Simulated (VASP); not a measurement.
Runs of VASP 6.6.1 on Hf2Mo. The structure is that of space group P6/mmm (No. 191), or close to it. The cells are those of the table. 

```tsv
task	cell	k mesh	cutoff (eV)	gap on the mesh (eV)	pressure (GPa)	relaxed volume (Å³/atom)
single point	a = 4.869, b = 4.869, c = 2.841 Å, angles 90.0, 90.0, 120.0°, 3 atoms	6 × 6 × 6	520	none	-0.4	-
relaxation of cell and atoms	relaxed from a = 4.342, b = 4.342, c = 3.054 Å, angles 90.0, 90.0, 120.0°, 3 atoms	6 × 6 × 6	600	none	0.1	19.36
single point	a = 4.342, b = 4.342, c = 3.054 Å, angles 90.0, 90.0, 120.0°, 3 atoms	6 × 6 × 6	520	none	29.5	-
relaxation of cell and atoms	relaxed from a = 4.869, b = 4.869, c = 2.841 Å, angles 90.0, 90.0, 120.0°, 3 atoms	12 × 12 × 16	600	none	0.0	(a)
single point	a = 4.870, b = 4.870, c = 2.837 Å, angles 90.0, 90.0, 120.0°, 3 atoms	12 × 12 × 16	520	none	(b)	-
```

Alike in all rows: level PBE; potentials or basis VASP PAW PBE potentials, release 64 (Hf_pv, Mo_sv); no spin polarisation; smearing gaussian 0.1 eV.

**Question.** Fill in the values left out.

**Answer.** (a) 19.35; (b) -0.5.

Caveats: some runs use coarse meshes; spin-orbit coupling is left out, which moves the levels of the heavy elements; the volume moved by over 15 % at a fixed basis, so the end points are rough (some runs).

A k mesh can miss the band edges, and the runs leave out spin-orbit coupling on Hf, Mo.

A gap of «none» marks levels without a gap at the run's occupations.
